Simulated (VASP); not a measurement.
Runs of VASP 6.6.1 on Si6N. The structure is that of space group R-3 (No. 148), or close to it. The cells are those of the table. 

| task | cell | k mesh | cutoff (eV) | gap on the mesh (eV) | pressure (GPa) | largest force (eV/Å) |
| --- | --- | --- | --- | --- | --- | --- |
| single point | a = 5.035 Å, angles 59.9°, 7 atoms | 6 × 6 × 6 | 520 | none | 0.0 | 0.01 |
| single point | a = 5.051 Å, angles 59.5°, 7 atoms | 12 × 12 × 12 | 520 | none | 0.0 | 0.01 |
| relaxation of cell and atoms | relaxed from a = 5.452 Å, angles 55.3°, 7 atoms | 6 × 6 × 6 | 600 | none | -0.1 | 0.02 |
| single point | a = 5.452 Å, angles 55.3°, 7 atoms | 6 × 6 × 6 | 520 | none | 10.5 | (a) |

Alike in all rows: level PBE; potentials or basis VASP PAW PBE potentials, release 64 (Si, N); no spin polarisation; smearing gaussian 0.1 eV.

Question: Fill in the values left out.

Answer: (a) 2.86.

Caveats: forces of over 1 eV/Å act on the atoms, so gaps and moduli don't describe the material at rest (some runs).

A gap of «none» marks levels without a gap at the run's occupations.
